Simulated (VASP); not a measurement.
# Hf (P6_3/mmc) in VASP: a series of runs, part 2 of 2

VASP 6.6.1.

## Step 3: Single point, PBE (strain +0.015 along x and y, +0.030 along z)

INCAR reads:

```
SYSTEM = Hf
PREC     = Accurate       ! precision mode
ENCUT    = 520            ! plane-wave cutoff, eV
EDIFF    = 1E-6           ! SCF threshold, eV
ISMEAR   = 0              ! smearing method
SIGMA    = 0.15           ! smearing width, eV
LREAL    = .FALSE.        ! projectors in reciprocal space
LASPH    = .TRUE.         ! aspherical terms in the spheres
NELM     = 60             ! most SCF steps
ALGO     = Fast           ! electronic algorithm
ISIF     = 2              ! what is computed and relaxed
LWAVE    = .FALSE.        ! write WAVECAR
LCHARG   = .TRUE.         ! write CHGCAR
GGA      = PE             ! functional
LELF     = .TRUE.         ! ELF
LVHAR    = .TRUE.       
NBANDS   = 17             ! bands
```

KPOINTS reads:

```
Automatic mesh
0
G
  18 18 10
  0 0 0
```

POSCAR reads:

```
Hf
1.0
    3.2446490021      0.0000000000      0.0000000000
   -1.6223245010      2.8099484622      0.0000000000
    0.0000000000      0.0000000000      5.2095340000
Hf
2
Direct
    0.3333333333      0.6666666667      0.2500000000
    0.6666666667      0.3333333333      0.7500000000
```

Potentials or basis: VASP PAW PBE potentials, release 64 (Hf_pv).

Launch:

```
$ cat potpaw_PBE.64/Hf_pv/POTCAR > POTCAR
$ mpirun -np 1 vasp_std > vasp.out
```

Run time: 57 s. Hardware: 1 thread of Intel Xeon 6975P-C (Granite Rapids), shared host; peak memory 0.26 GiB.

The run converged. Its results:

| Property | Result |
| --- | --- |
| Free energy | -19.8088 eV |
| Pressure | -5.5 GPa |
| Band gap on the k mesh | zero (bands 10 and 11 overlap by 1.64 eV) |

Stress tensor (GPa, compression positive):
```
-4.88  0.00  0.00
 0.00 -4.88  0.00
 0.00  0.00 -6.81
```

Levels at points of the mesh, in eV from the Fermi level:
```tsv
k point	band 7	band 8	band 9	band 10	band 11	band 12	band 13	band 14
(0.00, 0.00, 0.00)	-7.17	-3.57	0.34	1.19	1.19	1.29	1.91	1.91
(0.50, 0.00, 0.00)	-3.23	-2.54	-2.06	-0.82	0.73	0.89	1.49	5.60
(0.00, 0.00, 0.50)	-5.34	-5.34	0.10	0.10	1.12	1.12	1.12	1.12
(0.50, 0.00, 0.50)	-3.22	-3.22	-0.93	-0.93	1.01	1.01	2.58	2.58
```

Caveat: the cell differs from its parent crystal (strain +0.015 along x and y, +0.030 along z); the cell stands under tension; spin-orbit coupling is left out, which moves the levels of the heavy elements.

## Step 4: Single point, PBE (strain +0.030 along x and y, +0.015 along z)

INCAR reads:

```
SYSTEM = Hf
PREC = Accurate ; ENCUT = 520
EDIFF = 1E-6 ; ISMEAR = 0
SIGMA = 0.15 ; LREAL = .FALSE.
LASPH = .TRUE. ; NELM = 60
ALGO = Fast ; ISIF = 2
LWAVE = .FALSE. ; LCHARG = .FALSE.
GGA = PE ; NBANDS = 17
```

KPOINTS is that of step 3.

POSCAR reads:

```
Hf
1.0
    3.2925994799      0.0000000000      0.0000000000
   -1.6462997400      2.8514747941      0.0000000000
    0.0000000000      0.0000000000      5.1336670000
Hf
2
Direct
    0.3333333333      0.6666666667      0.2500000000
    0.6666666667      0.3333333333      0.7500000000
```

Launch:

```
$ cat potpaw_PBE.64/Hf_pv/POTCAR > POTCAR
$ mpirun -np 1 vasp_std > vasp.out
```

Wall time 60 s (1 thread of Intel Xeon 6975P-C (Granite Rapids), shared host); peak memory 0.26 GiB.

The run converged. Its results:

| Quantity | Value |
| --- | --- |
| Free energy | -19.7838 eV |
| Pressure | -6.7 GPa |
| Band gap on the k mesh | zero (bands 10 and 11 overlap by 1.59 eV) |

Stress tensor (GPa, compression positive):
```
-7.11  0.00  0.00
 0.00 -7.11  0.00
 0.00  0.00 -5.92
```

Levels at points of the mesh, in eV from the Fermi level:
```tsv
k point	band 8	band 9	band 10	band 11	band 12	band 13
(0.00, 0.00, 0.00)	-3.46	0.52	1.12	1.12	1.52	1.89
(0.50, 0.00, 0.00)	-2.50	-1.99	-0.96	0.70	0.84	1.62
(0.00, 0.00, 0.50)	-5.24	0.23	0.23	0.99	0.99	0.99
(0.50, 0.00, 0.50)	-3.19	-0.85	-0.85	0.95	0.95	2.41
```

Caveat: the cell differs from its parent crystal (strain +0.030 along x and y, +0.015 along z); the cell stands under tension; spin-orbit coupling is left out, which moves the levels of the heavy elements.

## Step 5: Single point, PBE (strain +0.030 along x and y, +0.030 along z)

INCAR reads:

```
ALGO     = Fast           # electronic algorithm
EDIFF    = 1E-6           # SCF threshold, eV
ENCUT    = 520            # plane-wave cutoff, eV
GGA      = PE             # functional
ISIF     = 2              # what is computed and relaxed
ISMEAR   = 0              # smearing method
LASPH    = True           # aspherical terms in the spheres
LCHARG   = True           # write CHGCAR
LELF     = True           # ELF
LREAL    = False          # projectors in reciprocal space
LVHAR    = True         
LWAVE    = False          # write WAVECAR
NBANDS   = 17             # bands
NELM     = 80             # most SCF steps
PREC     = Accurate       # precision mode
SIGMA    = 0.15           # smearing width, eV
```

KPOINTS reads:

```
k-points
0
Gamma
  18 18 10
```

POSCAR, as its differences from that of step 4:

```diff
@@ -4,3 +4,3 @@
    -1.6462997400      2.8514747941      0.0000000000
-    0.0000000000      0.0000000000      5.1336670000
+    0.0000000000      0.0000000000      5.2095340000
 Hf
```

Launch:

```
$ cat potpaw_PBE.64/Hf_pv/POTCAR > POTCAR
$ mpirun -np 1 vasp_std > vasp.out
```

It took 60 s on 1 thread of Intel Xeon 6975P-C (Granite Rapids), shared host; peak memory 0.26 GiB.

The run converged. Its results:

- Free energy: -19.7522 eV
- Pressure: -8.0 GPa
- Band gap on the k mesh: zero (bands 10 and 11 overlap by 1.62 eV)

Stress tensor (GPa, compression positive):
```
-7.88  0.00  0.00
 0.00 -7.88  0.00
 0.00  0.00 -8.26
```

Levels at points of the mesh, in eV from the Fermi level:
```csv
k point,band 7,band 8,band 9,band 10,band 11,band 12,band 13,band 14
"(0.00, 0.00, 0.00)",-7.07,-3.45,0.37,1.14,1.14,1.39,1.87,1.87
"(0.50, 0.00, 0.00)",-3.21,-2.45,-1.96,-0.91,0.76,0.79,1.52,5.31
"(0.00, 0.00, 0.50)",-5.25,-5.25,0.17,0.17,1.04,1.04,1.04,1.04
"(0.50, 0.00, 0.50)",-3.14,-3.14,-0.86,-0.86,0.92,0.92,2.45,2.45
```

Caveat: the cell differs from its parent crystal (strain +0.030 along x and y, +0.030 along z); the cell stands under tension; spin-orbit coupling is left out, which moves the levels of the heavy elements.

## Step 6: Single point, PBE (strain -0.030 along x and y, -0.030 along z)

INCAR reads:

```
SYSTEM = Hf
PREC = Accurate
ENCUT = 520
EDIFF = 1E-6
ISMEAR = 0
SIGMA = 0.15
LREAL = .False.
LASPH = .True.
NELM = 80
ALGO = Fast
ISIF = 2
LWAVE = .False.
LCHARG = .True.
GGA = PE
LELF = .True.
LVHAR = .True.
NBANDS = 17
```

KPOINTS reads:

```
Automatic mesh
0
Gamma
  18 18 10
  0 0 0
```

POSCAR reads:

```
Hf
1.0
    3.1007975685      0.0000000000      0.0000000000
   -1.5503987842      2.6853694663      0.0000000000
    0.0000000000      0.0000000000      4.9060660000
Hf
2
Direct
    0.3333333333      0.6666666667      0.2500000000
    0.6666666667      0.3333333333      0.7500000000
```

Potentials or basis: VASP PAW PBE potentials, release 64 (Hf_pv).

Launch:

```
$ cat potpaw_PBE.64/Hf_pv/POTCAR > POTCAR
$ mpirun -np 1 vasp_std > vasp.out
```

Run time: 2.7 min. Hardware: 1 thread of Intel Xeon 8259CL, shared host; peak memory 0.25 GiB.

It converged, with:

| Item | Value |
| --- | --- |
| Free energy | -19.7169 eV |
| Pressure | 12.0 GPa |
| Band gap on the k mesh | zero (bands 10 and 11 overlap by 1.56 eV) |

Stress tensor (GPa, compression positive):
```
11.86  0.00  0.00
 0.00 11.86  0.00
 0.00  0.00 12.32
```

Levels at points of the mesh, in eV from the Fermi level:
```
           k point  band 7  band 8  band 9  band 10  band 11  band 12  band 13  band 14
(0.00, 0.00, 0.00)   -7.69   -4.01    0.99     1.19     1.19     1.50     2.11     2.11
(0.50, 0.00, 0.00)   -3.51   -3.11   -2.54    -0.63     0.76     0.99     1.86     6.51
(0.00, 0.00, 0.50)   -5.54   -5.54    0.11     0.11     1.07     1.07     1.07     1.07
(0.50, 0.00, 0.50)   -3.72   -3.72   -1.17    -1.17     1.51     1.51     2.85     2.85
```

Caveat: the cell differs from its parent crystal (strain -0.030 along x and y, -0.030 along z); the cell stands under pressure; spin-orbit coupling is left out, which moves the levels of the heavy elements.

## Step 7: Summary

| cell | gap on the mesh (eV) | pressure (GPa) |
| --- | --- | --- |
| a = 3.293, b = 3.293, c = 5.058 Å, angles 90.0, 90.0, 120.0°, 2 atoms | none | -5.4 |
| a = 3.245, b = 3.245, c = 5.210 Å, angles 90.0, 90.0, 120.0°, 2 atoms | none | -5.5 |
| a = 3.293, b = 3.293, c = 5.134 Å, angles 90.0, 90.0, 120.0°, 2 atoms | none | -6.7 |
| a = 3.293, b = 3.293, c = 5.210 Å, angles 90.0, 90.0, 120.0°, 2 atoms | none | -8.0 |
| a = 3.101, b = 3.101, c = 4.906 Å, angles 90.0, 90.0, 120.0°, 2 atoms | none | 12.0 |

Alike in all rows: task single point; level PBE; potentials or basis VASP PAW PBE potentials, release 64 (Hf_pv); no spin polarisation; k mesh 18 × 18 × 10; cutoff (eV) 520; smearing gaussian 0.15 eV.

Caveats: spin-orbit coupling is left out, which moves the levels of the heavy elements; the cell stands under tension (at least some runs); the cell stands under pressure (at least some runs).

Total energies depend on the potentials used, so only differences within one code and one set of settings carry meaning.
